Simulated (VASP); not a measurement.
# WS2 (R3m) in VASP: further runs, part 2 of 2

VASP 6.6.1.

## 3. Single point, PBEsol

INCAR reads:

```
SYSTEM = WS2
PREC     = Accurate       ! precision mode
ENCUT    = 520            ! plane-wave cutoff, eV
EDIFF    = 1E-6           ! SCF threshold, eV
ISMEAR   = 0              ! smearing method
SIGMA    = 0.02           ! smearing width, eV
LREAL    = .FALSE.        ! projectors in reciprocal space
LASPH    = .TRUE.         ! aspherical terms in the spheres
NELM     = 80             ! most SCF steps
ALGO     = Normal         ! electronic algorithm
ISIF     = 2              ! what is computed and relaxed
LWAVE    = .FALSE.        ! write WAVECAR
LCHARG   = .FALSE.        ! write CHGCAR
GGA      = PS             ! functional
NBANDS   = 20             ! bands
```

KPOINTS reads:

```
Automatic mesh
0
G
  12 12 12
  0 0 0
```

POSCAR reads:

```
WS2
1.0
    1.5738034039      0.9086358189      6.3704647192
   -1.5738034039      0.9086358189      6.3704647192
    0.0000000000     -1.8172716377      6.3704647192
W S
1 2
Direct
   -0.0006715137     -0.0006715137     -0.0006715137
    0.7479630317      0.7479630317      0.7479630317
    0.5840084821      0.5840084821      0.5840084821
```

Potentials or basis: VASP PAW PBE potentials, release 64 (W_sv, S).

Launch:

```bash
$ cat potpaw_PBE.64/W_sv/POTCAR potpaw_PBE.64/S/POTCAR > POTCAR
$ mpirun -np 1 vasp_std > vasp.out
```

OUTCAR:

```text
SYSTEM = WS2
   PREC = Accurate
   ENCUT = 520
   EDIFF = 1E-6
   ISMEAR = 0
   LREAL = .FALSE.
   LASPH = .TRUE.
   NELM = 80
   ISIF = 2
   GGA = PS

 ion  position               nearest neighbor table
   1  0.999  0.999  0.999-   2 2.40   2 2.40   2 2.40   3 2.40   3 2.40   3 2.40
   2  0.748  0.748  0.748-   1 2.40   1 2.40   1 2.40
   3  0.584  0.584  0.584-   1 2.40   1 2.40   1 2.40

  LATTYP: Found a trigonal (rhomboedric) cell.
 ALAT       =     6.6245978704
 COS(alpha) =     0.8871213219

  Lattice vectors:

 A1 = (   1.5738034039,   0.9086358189,   6.3704647192)
 A2 = (  -1.5738034039,   0.9086358189,   6.3704647192)
 A3 = (   0.0000000000,  -1.8172716377,   6.3704647192)

Analysis of symmetry for initial positions (statically):
=====================================================================
 Subroutine PRICEL returns:
 Original cell was already a primitive cell.

 Routine SETGRP: Setting up the symmetry group for a
 trigonal (rhombohedral) supercell.

 Subroutine GETGRP returns: Found  6 space group operations
 (whereof  6 operations were pure point group operations)
 out of a pool of 12 trial point group operations.
[... 160 lines left out ...]
  ext. energy  EPLUGINS =         0.00000000
  ---------------------------------------------------
  free energy    TOTEN  =       -25.27355829 eV

  energy without entropy =      -25.27355829  energy(sigma->0) =      -25.27355829

 E-fermi :   7.0866     XC(G=0): -10.9082

 val. band max:        6.9149337386   @ k =   0.5000   0.5000   0.5000
 cond. band min:       8.0780555512   @ k =  -0.1667   0.1667   0.0000
 fundamental gap:      1.1631218126
 Fermi energy:         7.0866129741

 k-point     1 :       0.0000    0.0000    0.0000
  band No.  band energies     occupation
      1     -67.5084      2.00000
      2     -31.7867      2.00000
      3     -31.5928      2.00000
      4     -31.5928      2.00000
      5      -8.5747      2.00000
      6      -6.6630      2.00000
[... 541 lines left out ...]
     19      15.1550      0.00000
     20      15.4862      0.00000

 [... further k-points ...]
[... 5 lines left out ...]
  --------------------------------------------------------------------------------------
  -------------------------------------------------------------------------------------
  Total        0.0279347      0.0279347      0.0459410      0.0000000      0.0000000     -0.0000000
  in kB        0.8188259      0.8188259      1.3466297      0.0000000      0.0000000     -0.0000000
  external PRESSURE =       0.9947605 kB  Pullay stress =       0.0000000 kB

 VOLUME and BASIS-vectors are now :
 -----------------------------------------------------------------------------
  energy-cutoff  :      520.00
  volume of cell :       54.66
      direct lattice vectors                 reciprocal lattice vectors
     1.573803404  0.908635819  6.370464719     0.317701689  0.183425156  0.052324806
    -1.573803404  0.908635819  6.370464719    -0.317701689  0.183425156  0.052324806
     0.000000000 -1.817271638  6.370464719     0.000000000 -0.366850312  0.052324806

 POSITION                                       TOTAL-FORCE (eV/Angst)
 -----------------------------------------------------------------------------------
      0.00000      0.00000     19.09856         0.000000     -0.000000     -0.000158
      0.00000      0.00000     14.29462         0.000000      0.000000      0.020158
      0.00000      0.00000     11.16122         0.000000     -0.000000     -0.020000
 -----------------------------------------------------------------------------------
    total drift:                                0.000000      0.000000      0.000165

  FREE ENERGIE OF THE ION-ELECTRON SYSTEM (eV)
  ---------------------------------------------------
  free  energy   TOTEN  =       -25.2735582852 eV

  energy  without entropy=      -25.2735582852  energy(sigma->0) =      -25.27355829
```

stdout:

```text
POSCAR found type information on POSCAR W S
 POSCAR found :  2 types and       3 ions
 scaLAPACK will be used
 -----------------------------------------------------------------------------
|                                                                             |
|                                                                             |
|     You enforced a specific xc type in the INCAR file but a different       |
|     I HOPE YOU KNOW WHAT YOU ARE DOING!                                     |
|                                                                             |
 -----------------------------------------------------------------------------

 LDA part: xc-table for (Slater+PW92), standard interpolation
 POSCAR, INCAR and KPOINTS ok, starting setup
 FFT: planning ... GRIDC
 FFT: planning ... GRID_SOFT
 FFT: planning ... GRID
 WAVECAR not read
 entering main loop
```

Wall time 8.1 min (1 thread of AMD EPYC 9R45 (Zen 5), shared host); peak memory 0.43 GiB.

What came out:

| Quantity | Value |
| --- | --- |
| Free energy | -25.2736 eV |
| Pressure | 0.1 GPa |
| Largest force | 0.020 eV/Å |
| Band gap on the k mesh | 1.16 eV (least direct gap 1.93 eV) |

Forces in eV/Å, atoms in the order of the input:
```
W    0.000  0.000  0.000
S    0.000  0.000  0.020
S    0.000  0.000 -0.020
```

Levels at points of the mesh, in eV from the valence-band top:
```
           k point  band 9  band 10  band 11  band 12  band 13  band 14  band 15  band 16  band 17  band 18
(0.00, 0.00, 0.00)   -3.37    -2.10    -2.10    -1.67    -1.12     2.43     2.43     2.69     2.69     4.84
(0.50, 0.00, 0.00)   -5.17    -3.99    -2.50    -1.65    -1.57     2.50     2.77     3.75     4.15     4.51
(0.50, 0.50, 0.00)   -4.93    -3.93    -2.98    -1.78    -1.42     2.47     2.93     3.36     4.50     5.00
(0.50, 0.50, 0.50)   -3.38    -3.38    -2.08    -2.08     0.00     2.49     2.49     2.59     2.59     5.08
```

Caveat: the PAW data sets were made with another functional, which shifts forces and pressure a little; spin-orbit coupling is left out, which moves the levels of the heavy elements. A hybrid or GW would open this gap; PBEsol tends to underestimate it.

## 4. Single point, PBEsol

INCAR reads:

```
  PREC = Accurate
  ENCUT = 520
  EDIFF = 1E-7
  ISMEAR = 0
  SIGMA = 0.02
  LREAL = False
  LASPH = True
  NELM = 60
  ALGO = Normal
  ISIF = 2
  LWAVE = False
  LCHARG = False
  GGA = PS
  NBANDS = 20
```

KPOINTS reads:

```
Automatic mesh
0
Gamma
  12 12 12
```

POSCAR reads:

```
WS2
1.0
    1.5738034030      0.9086358184      6.3704647103
   -1.5738034030      0.9086358184      6.3704647103
    0.0000000000     -1.8172716367      6.3704647103
W S
1 2
Direct
   -0.0006715136     -0.0006715136     -0.0006715136
    0.7479630318      0.7479630318      0.7479630318
    0.5840084819      0.5840084819      0.5840084819
```

Potentials or basis: VASP PAW PBE potentials, release 64 (W_sv, S).

Launch:

```bash
$ cat potpaw_PBE.64/W_sv/POTCAR potpaw_PBE.64/S/POTCAR > POTCAR
$ mpirun -np 1 vasp_std > vasp.out
```

OUTCAR:

```text
PREC = Accurate
   ENCUT = 520
   EDIFF = 1E-7
   ISMEAR = 0
   LREAL = False
   LASPH = True
   NELM = 60
   ISIF = 2
   GGA = PS

 ion  position               nearest neighbor table
   1  0.999  0.999  0.999-   2 2.40   2 2.40   2 2.40   3 2.40   3 2.40   3 2.40
   2  0.748  0.748  0.748-   1 2.40   1 2.40   1 2.40
   3  0.584  0.584  0.584-   1 2.40   1 2.40   1 2.40

  LATTYP: Found a trigonal (rhomboedric) cell.
 ALAT       =     6.6245978615
 COS(alpha) =     0.8871213217

  Lattice vectors:

 A1 = (   1.5738034030,   0.9086358184,   6.3704647103)
 A2 = (  -1.5738034030,   0.9086358184,   6.3704647103)
 A3 = (   0.0000000000,  -1.8172716367,   6.3704647103)

Analysis of symmetry for initial positions (statically):
=====================================================================
 Subroutine PRICEL returns:
 Original cell was already a primitive cell.

 Routine SETGRP: Setting up the symmetry group for a
 trigonal (rhombohedral) supercell.

 Subroutine GETGRP returns: Found  6 space group operations
 (whereof  6 operations were pure point group operations)
 out of a pool of 12 trial point group operations.

The static configuration has the point symmetry C_3v.

Analysis of symmetry for dynamics (positions and initial velocities):
=====================================================================
 Subroutine PRICEL returns:
 Original cell was already a primitive cell.

 Routine SETGRP: Setting up the symmetry group for a
 trigonal (rhombohedral) supercell.

 Subroutine GETGRP returns: Found  6 space group operations
 (whereof  6 operations were pure point group operations)
 out of a pool of 12 trial point group operations.

The dynamic configuration has the point symmetry C_3v.

 Subroutine INISYM returns: Found  6 space group operations
 (whereof  6 operations are pure point group operations),
 and found     1 'primitive' translations
[... 107 lines left out ...]
   PSTRESS=    0.0 pullay stress
   NELECT =      26.0000    total number of electrons
   NUPDOWN=      -1.0000    fix difference up-down
   EMIN   =  10.00;   EMAX   =-10.00  energy-range for DOS
   EFERMI =   0.00;   METHOD = LEGACY
   ISMEAR =     0;   SIGMA  =   0.02  broadening in eV -4-tet -1-fermi 0-gaus
   EFERMI_NEDOS =   21; number of points for ismear=-14 and -15
   IALGO  =     38    algorithm
   IMIX   =      4    mixing-type and parameters
     AMIX     =   0.40;   BMIX     =  1.00
     AMIX_MAG =   1.60;   BMIX_MAG =  1.00
  volume/ion in A,a.u.               =      18.22       122.95
  Fermi-wavevector in a.u.,A,eV,Ry     =   1.277944  2.414963 22.220219  1.633140
  Thomas-Fermi vector in A             =   2.410515
   LORBIT       =      0    0 simple, 1 ext, 2 COOP (PROOUT), +10 PAW based schemes
   GGA     = PS    functional components
   LHFCALC =     F    Hartree Fock is set to
   AEXX    =    0.0000 exact exchange contribution
   IVDW    =     0    specifies the selected vdW correction
   LEPSILON=     F    determine dielectric tensor
   LRPA    =     F    only Hartree local field effects (RPA)
 non-spin polarized calculation
 Gauss-broadening in eV      SIGMA  =   0.02
  energy-cutoff  :      520.00
  volume of cell :       54.66
 maximum number of plane-waves:      1486
 NGX is ok and might be reduce to    50
   NGX = 25   NGY = 25   NGZ = 25

 number of electron      26.0000000 magnetization

 Free energy of the ion-electron system (eV)
  ---------------------------------------------------
  ext. energy  EPLUGINS =         0.00000000
  ---------------------------------------------------
  free energy    TOTEN  =       -25.27355836 eV

  energy without entropy =      -25.27355836  energy(sigma->0) =      -25.27355836

 E-fermi :   7.0864     XC(G=0): -10.9080

 val. band max:        6.9149769825   @ k =   0.5000   0.5000   0.5000
 cond. band min:       8.0781316122   @ k =  -0.1667   0.1667   0.0000
 fundamental gap:      1.1631546297
 Fermi energy:         7.0864345621

 k-point     1 :       0.0000    0.0000    0.0000
  band No.  band energies     occupation
      1     -67.5088      2.00000
      2     -31.7869      2.00000
      3     -31.5931      2.00000
      4     -31.5931      2.00000
      5      -8.5746      2.00000
      6      -6.6629      2.00000
[... 541 lines left out ...]
     19      15.1551      0.00000
     20      15.4863      0.00000

 [... further k-points ...]
[... 5 lines left out ...]
  --------------------------------------------------------------------------------------
  -------------------------------------------------------------------------------------
  Total        0.0294577      0.0294577      0.0501021      0.0000000      0.0000000      0.0000000
  in kB        0.8634696      0.8634696      1.4686024      0.0000000      0.0000000      0.0000000
  external PRESSURE =       1.0651805 kB  Pullay stress =       0.0000000 kB

 VOLUME and BASIS-vectors are now :
 -----------------------------------------------------------------------------
  energy-cutoff  :      520.00
  volume of cell :       54.66
      direct lattice vectors                 reciprocal lattice vectors
     1.573803403  0.908635818  6.370464710     0.317701689  0.183425156  0.052324807
    -1.573803403  0.908635818  6.370464710    -0.317701689  0.183425156  0.052324807
     0.000000000 -1.817271637  6.370464710     0.000000000 -0.366850312  0.052324807

 POSITION                                       TOTAL-FORCE (eV/Angst)
 -----------------------------------------------------------------------------------
      0.00000      0.00000     19.09856         0.000000     -0.000000     -0.000139
      0.00000      0.00000     14.29462         0.000000      0.000000      0.020794
      0.00000      0.00000     11.16122         0.000000     -0.000000     -0.020656
 -----------------------------------------------------------------------------------
    total drift:                               -0.000000      0.000000      0.000177

  FREE ENERGIE OF THE ION-ELECTRON SYSTEM (eV)
  ---------------------------------------------------
  free  energy   TOTEN  =       -25.2735583597 eV

  energy  without entropy=      -25.2735583597  energy(sigma->0) =      -25.27355836
```

OSZICAR:

```text
N       E                     dE             d eps       ncg     rms          rms(c)
DAV:   1     0.198801173103E+03    0.19880E+03   -0.12966E+04  7560   0.129E+03
DAV:   2    -0.158665214737E+02   -0.21467E+03   -0.20751E+03  8860   0.342E+02
DAV:   3    -0.264052307262E+02   -0.10539E+02   -0.10427E+02  9656   0.712E+01
DAV:   4    -0.265565723701E+02   -0.15134E+00   -0.15123E+00  9172   0.923E+00
DAV:   5    -0.265592520377E+02   -0.26797E-02   -0.26795E-02  9484   0.129E+00    0.280E+01
DAV:   6    -0.254625141944E+02    0.10967E+01   -0.53139E+00  8352   0.159E+01    0.113E+01
DAV:   7    -0.253265595465E+02    0.13595E+00   -0.12557E+00  8004   0.629E+00    0.538E+00
DAV:   8    -0.252752315580E+02    0.51328E-01   -0.25919E-01  8812   0.340E+00    0.120E+00
DAV:   9    -0.252738921142E+02    0.13394E-02   -0.11991E-02  9504   0.739E-01    0.544E-01
DAV:  10    -0.252735905376E+02    0.30158E-03   -0.44452E-03  8940   0.468E-01    0.539E-02
DAV:  11    -0.252735429938E+02    0.47544E-04   -0.53518E-04  8516   0.157E-01    0.578E-02
DAV:  12    -0.252735572951E+02   -0.14301E-04   -0.83899E-05  8668   0.712E-02    0.192E-02
DAV:  13    -0.252735581853E+02   -0.89015E-06   -0.13418E-05  8864   0.267E-02    0.518E-03
DAV:  14    -0.252735582999E+02   -0.11466E-06   -0.13150E-06  9048   0.711E-03    0.315E-03
DAV:  15    -0.252735583597E+02   -0.59728E-07   -0.25945E-07  8696   0.355E-03
   1 F= -.25273558E+02 E0= -.25273558E+02  d E =-.788429E-37
```

Wall time 9 min (1 thread of AMD EPYC 9R45 (Zen 5), shared host); peak memory 0.43 GiB.

What came out:

```
Free energy            : -25.2736 eV
Pressure               : 0.1 GPa
Largest force          : 0.021 eV/Å
Band gap on the k mesh : 1.16 eV (least direct gap 1.93 eV)
```

Forces on the atoms (eV/Å):
```
W    0.000  0.000  0.000
S    0.000  0.000  0.021
S    0.000  0.000 -0.021
```

Caveat: the PAW data sets were made with another functional, which shifts forces and pressure a little; spin-orbit coupling is left out, which moves the levels of the heavy elements. A k mesh can miss the band edges.
